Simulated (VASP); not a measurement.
# CsH (Fm-3m) in VASP: a series of runs

CsH is run at these levels: r2SCAN; tasks: relaxation of the atoms.

All numbers are computed with VASP 6.6.1; they aren't measurements. Logs are shortened: lines on timing, memory, paths and dates and some standing lists are left out, and cuts for length are marked.

## Step 1: The cell of the first run

Symmetry: Fm-3m, No. 225, cubic system. Conventional cell: a = 6.460 Å, b = 6.460 Å, c = 6.460 Å, α = 90.00°, β = 90.00°, γ = 90.00°. Cs (site symmetry m-3m) has 6 H at 3.23 Å within 4.2 Å. H (site symmetry m-3m) has 6 Cs at 3.23 Å within 4.2 Å.

## Step 2: Relaxation of the atoms, r2SCAN

The input, POSCAR:

```
CsH
1.0
    0.0000000000      3.2299521800      3.2299521800
    3.2299521800      0.0000000000      3.2299521800
    3.2299521800      3.2299521800      0.0000000000
Cs H
1 1
Direct
    0.0000000000      0.0000000000      0.0000000000
    0.5000000000      0.5000000000      0.5000000000
```

The input, INCAR.step1:

```
SYSTEM = CsH
PREC     = Accurate       ! precision mode
ENCUT    = 520            ! plane-wave cutoff, eV
ISMEAR   = -1             ! smearing method
SIGMA    = 0.02           ! smearing width, eV
LREAL    = .FALSE.        ! projectors in reciprocal space
LASPH    = .TRUE.         ! aspherical terms in the spheres
NELM     = 60             ! most SCF steps
GGA      = PE             ! functional
ALGO     = Normal         ! electronic algorithm
EDIFF    = 1E-4           ! SCF threshold, eV
LWAVE    = .TRUE.         ! write WAVECAR
LCHARG   = .FALSE.        ! write CHGCAR
```

The input, INCAR.step2:

```
SYSTEM = CsH
PREC     = Accurate       ! precision mode
ENCUT    = 520            ! plane-wave cutoff, eV
EDIFF    = 1E-6           ! SCF threshold, eV
ISMEAR   = -1             ! smearing method
SIGMA    = 0.02           ! smearing width, eV
LREAL    = .FALSE.        ! projectors in reciprocal space
LASPH    = .TRUE.         ! aspherical terms in the spheres
NELM     = 60             ! most SCF steps
ALGO     = Normal         ! electronic algorithm
ISIF     = 2              ! what is computed and relaxed
LWAVE    = .FALSE.        ! write WAVECAR
LCHARG   = .FALSE.        ! write CHGCAR
METAGGA  = R2SCAN         ! meta-GGA
LMIXTAU  = .TRUE.       
IBRION   = 2              ! ionic algorithm
NSW      = 50             ! ionic steps
EDIFFG   = -0.01          ! ionic threshold
ISTART   = 1
```

The input, KPOINTS:

```
Automatic mesh
0
G
  8 8 8
  0 0 0
```

Potentials or basis: VASP PAW PBE potentials, release 64 (Cs_sv, H).

Launch:

```console
> cat potpaw_PBE.64/Cs_sv/POTCAR potpaw_PBE.64/H/POTCAR > POTCAR
> cp INCAR.step1 INCAR
> mpirun -np 1 vasp_std > vasp.out
> cp INCAR.step2 INCAR
> mpirun -np 1 vasp_std > vasp.out
```

OUTCAR:

```text
SYSTEM = CsH
   PREC = Accurate
   ENCUT = 520
   EDIFF = 1E-6
   ISMEAR = -1
   LREAL = .FALSE.
   LASPH = .TRUE.
   NELM = 60
   ISIF = 2
   METAGGA = R2SCAN
   IBRION = 2
   NSW = 50
   EDIFFG = -0.01
   ISTART = 1

 ion  position               nearest neighbor table
   1  0.000  0.000  0.000-
   2  0.500  0.500  0.500-

  LATTYP: Found a face centered cubic cell.
 ALAT       =     6.4599043600

  Lattice vectors:

 A1 = (   0.0000000000,   3.2299521800,   3.2299521800)
 A2 = (   3.2299521800,   0.0000000000,   3.2299521800)
 A3 = (   3.2299521800,   3.2299521800,   0.0000000000)

Analysis of symmetry for initial positions (statically):
=====================================================================
 Subroutine PRICEL returns:
 Original cell was already a primitive cell.

 Routine SETGRP: Setting up the symmetry group for a
 face centered cubic supercell.

 Subroutine GETGRP returns: Found 48 space group operations
 (whereof 48 operations were pure point group operations)
 out of a pool of 48 trial point group operations.

The static configuration has the point symmetry O_h .

Analysis of symmetry for dynamics (positions and initial velocities):
=====================================================================
 Subroutine PRICEL returns:
 Original cell was already a primitive cell.

 Routine SETGRP: Setting up the symmetry group for a
 face centered cubic supercell.

 Subroutine GETGRP returns: Found 48 space group operations
 (whereof 48 operations were pure point group operations)
 out of a pool of 48 trial point group operations.

The dynamic configuration has the point symmetry O_h .

 Subroutine INISYM returns: Found 48 space group operations
 (whereof 48 operations are pure point group operations),
 and found     1 'primitive' translations

----------------------------------------------------------------------------------------

                                     Primitive cell

  volume of cell :      67.3935

  direct lattice vectors                    reciprocal lattice vectors
     0.000000000  3.229952180  3.229952180    -0.154801053  0.154801053  0.154801053
     3.229952180  0.000000000  3.229952180     0.154801053 -0.154801053  0.154801053
     3.229952180  3.229952180  0.000000000     0.154801053  0.154801053 -0.154801053

[... 81 lines left out ...]
   ENCUT  =  520.0 eV  38.22 Ry    6.18 a.u.   8.49  8.49  8.49*2*pi/ulx,y,z
   NELM   =     60;   NELMIN=  2; NELMDL=  0     # of ELM steps
   EDIFF  = 0.1E-05   stopping-criterion for ELM
   LREAL  =      F    real-space projection
   EDIFFG = -.1E-01   stopping-criterion for IOM
   NSW    =     50    number of steps for IOM
   IBRION =      2    ionic relax: 0-MD 1-quasi-New 2-CG
   NFREE  =      1    steps in history (QN), initial steepest desc. (CG)
   ISIF   =      2    stress and relaxation
   ISYM   =      2    0-nonsym 1-usesym 2-fastsym
   POTIM  = 0.5000    time-step for ionic-motion
   TEBEG  =    0.0;   TEEND  =   0.0 temperature during run
   PSTRESS=    0.0 pullay stress
   NELECT =      10.0000    total number of electrons
   NUPDOWN=      -1.0000    fix difference up-down
   EMIN   =  10.00;   EMAX   =-10.00  energy-range for DOS
   EFERMI =   0.00;   METHOD = LEGACY
   ISMEAR =    -1;   SIGMA  =   0.02  broadening in eV -4-tet -1-fermi 0-gaus
   EFERMI_NEDOS =   21; number of points for ismear=-14 and -15
   IALGO  =     38    algorithm
   IMIX   =      4    mixing-type and parameters
     AMIX     =   0.40;   BMIX     =  1.00
     AMIX_MAG =   1.60;   BMIX_MAG =  1.00
  volume/ion in A,a.u.               =      33.70       227.40
  Fermi-wavevector in a.u.,A,eV,Ry     =   0.866700  1.637825 10.220271  0.751169
  Thomas-Fermi vector in A             =   1.985127
   LORBIT       =      0    0 simple, 1 ext, 2 COOP (PROOUT), +10 PAW based schemes
   METAGGA = R2SCAN    functional components
   LHFCALC =     F    Hartree Fock is set to
   AEXX    =    0.0000 exact exchange contribution
   IVDW    =     0    specifies the selected vdW correction
   LEPSILON=     F    determine dielectric tensor
   LRPA    =     F    only Hartree local field effects (RPA)
 conjugate gradient relaxation of ions
 non-spin polarized calculation
  energy-cutoff  :      520.00
  volume of cell :       67.39
 maximum number of plane-waves:      1839
 NGX is ok and might be reduce to    36
   NGX = 17   NGY = 17   NGZ = 17

 number of electron      10.0000001 magnetization

 Free energy of the ion-electron system (eV)
  ---------------------------------------------------
  ext. energy  EPLUGINS =         0.00000000
  ---------------------------------------------------
  free energy    TOTEN  =       -28.98693961 eV

  energy without entropy =      -28.98693961  energy(sigma->0) =      -28.98693961

 E-fermi :   0.1071     XC(G=0):  -7.4027

 val. band max:       -0.2935561647   @ k =   0.5000   0.0000   0.0000
 cond. band min:       2.4116895766   @ k =   0.5000   0.0000   0.0000
 fundamental gap:      2.7052457413
 Fermi energy:         0.1070978633

 k-point     1 :       0.0000    0.0000    0.0000
  band No.  band energies     occupation
      1     -22.3561      2.00000
      2      -8.4794      2.00000
      3      -8.4794      2.00000
      4      -8.4794      2.00000
      5      -1.8640      2.00000
      6       5.3966      0.00000
      7       5.3966      0.00000
      8       5.3967      0.00000
      9       5.8977      0.00000
[... 265 lines left out ...]
 k-point    24 :      -0.3750    0.2500    0.1250
  band No.  band energies     occupation
      1     -22.2760      2.00000
      2      -9.1114      2.00000
      3      -8.7482      2.00000
      4      -8.6233      2.00000
      5      -0.6412      2.00000
      6       3.1677      0.00000
      7       4.6096      0.00000
      8       5.5877      0.00000
      9       7.5912      0.00000

 [... further k-points ...]
[... 5 lines left out ...]
  --------------------------------------------------------------------------------------
  -------------------------------------------------------------------------------------
  Total       -0.1351278     -0.1351278     -0.1351278      0.0000000     -0.0000000      0.0000000
  in kB       -3.2124555     -3.2124555     -3.2124555      0.0000000     -0.0000000      0.0000000
  external PRESSURE =      -3.2124555 kB  Pullay stress =       0.0000000 kB

 VOLUME and BASIS-vectors are now :
 -----------------------------------------------------------------------------
  energy-cutoff  :      520.00
  volume of cell :       67.39
      direct lattice vectors                 reciprocal lattice vectors
     0.000000000  3.229952180  3.229952180    -0.154801053  0.154801053  0.154801053
     3.229952180  0.000000000  3.229952180     0.154801053 -0.154801053  0.154801053
     3.229952180  3.229952180  0.000000000     0.154801053  0.154801053 -0.154801053

 POSITION                                       TOTAL-FORCE (eV/Angst)
 -----------------------------------------------------------------------------------
      0.00000      0.00000      0.00000        -0.000000     -0.000000     -0.000000
      3.22995      3.22995      3.22995         0.000000      0.000000      0.000000
 -----------------------------------------------------------------------------------
    total drift:                               -0.000000      0.000000      0.000000

  FREE ENERGIE OF THE ION-ELECTRON SYSTEM (eV)
  ---------------------------------------------------
  free  energy   TOTEN  =       -28.9869396054 eV

  energy  without entropy=      -28.9869396054  energy(sigma->0) =      -28.98693961

 reached required accuracy - stopping structural energy minimisation
```

Run time: 1.9 min. Hardware: 1 thread of AMD EPYC 7R32 (Zen 2), shared host; peak memory 0.19 GiB.

Results:

```
Free energy             : -28.9869 eV
Pressure after relaxing : -0.3 GPa
Band gap on the k mesh  : 2.71 eV
```

Final structure:
```
CELL_PARAMETERS angstrom
0.00000 3.22995 3.22995
3.22995 0.00000 3.22995
3.22995 3.22995 0.00000
ATOMIC_POSITIONS crystal
Cs 0.00000 0.00000 0.00000
H 0.50000 0.50000 0.50000
```

Caveat: the relaxation stopped at its first step, so nothing moved; the PAW data sets were made with another functional, which shifts forces and pressure a little; spin-orbit coupling is left out, which moves the levels of the heavy elements. r2SCAN opens gaps a little over a GGA but as a rule still falls short of measured ones.

## Step 3: Relaxation of the atoms, r2SCAN

This run uses another cell than the first one, of 34.34 Å³/atom.

The input, POSCAR:

```
CsH
1.0
    0.0000000000      3.2505256800      3.2505256800
    3.2505256800      0.0000000000      3.2505256800
    3.2505256800      3.2505256800      0.0000000000
Cs H
1 1
Direct
    0.0000000000      0.0000000000      0.0000000000
    0.5000000000      0.5000000000      0.5000000000
```

The input, INCAR.step1:

```
PREC = Accurate
ENCUT = 520
ISMEAR = -1
SIGMA = 0.02
LREAL = False
LASPH = True
NELM = 80
GGA = PE
ALGO = Normal
EDIFF = 1E-4
LWAVE = True
LCHARG = False
```

The input, INCAR.step2:

```
PREC = Accurate
ENCUT = 520
EDIFF = 1E-6
ISMEAR = -1
SIGMA = 0.02
LREAL = False
LASPH = True
NELM = 80
ALGO = Normal
ISIF = 2
LWAVE = False
LCHARG = False
METAGGA = R2SCAN
LMIXTAU = True
IBRION = 2
NSW = 50
EDIFFG = -0.01
ISTART = 1
```

The input, KPOINTS:

```
regular mesh
0
Gamma
  8 8 8
```

Potentials or basis: VASP PAW PBE potentials, release 64 (Cs_sv, H).

Launch:

```console
> cat potpaw_PBE.64/Cs_sv/POTCAR potpaw_PBE.64/H/POTCAR > POTCAR
> cp INCAR.step1 INCAR
> mpirun -np 1 vasp_std > vasp.out
> cp INCAR.step2 INCAR
> mpirun -np 1 vasp_std > vasp.out
```

Run time: 1.8 min. Hardware: 1 thread of AMD EPYC 7R32 (Zen 2), shared host; peak memory 0.18 GiB.

It converged, with:

```yaml
Free_energy: -28.9840 eV
Pressure_after_relaxing: -0.5 GPa
Band_gap_on_the_k_mesh: 2.72 eV
```

Final structure:
```xyz
2
Lattice="0.0000 3.2505 3.2505 3.2505 0.0000 3.2505 3.2505 3.2505 0.0000" Properties=species:S:1:pos:R:3 pbc="T T T"
Cs    0.0000    0.0000    0.0000
H     3.2505    3.2505    3.2505
```

Levels at points of the mesh, in eV from the valence-band top:
| k point | band 1 | band 2 | band 3 | band 4 | band 5 | band 6 | band 7 | band 8 | band 9 |
| --- | --- | --- | --- | --- | --- | --- | --- | --- | --- |
| (0.00, 0.00, 0.00) | -22.06 | -8.20 | -8.20 | -8.20 | -1.53 | 5.69 | 5.69 | 5.69 | 6.12 |
| (0.50, 0.00, 0.00) | -22.00 | -8.91 | -8.28 | -8.28 | 0.00 | 2.72 | 5.27 | 5.27 | 7.58 |
| (0.50, 0.50, 0.00) | -21.98 | -8.80 | -8.43 | -8.43 | -0.99 | 3.61 | 5.84 | 8.37 | 8.74 |

Caveat: the relaxation stopped at its first step, so nothing moved; the PAW data sets were made with another functional, which shifts forces and pressure a little; spin-orbit coupling is left out, which moves the levels of the heavy elements. A k mesh can miss the band edges.
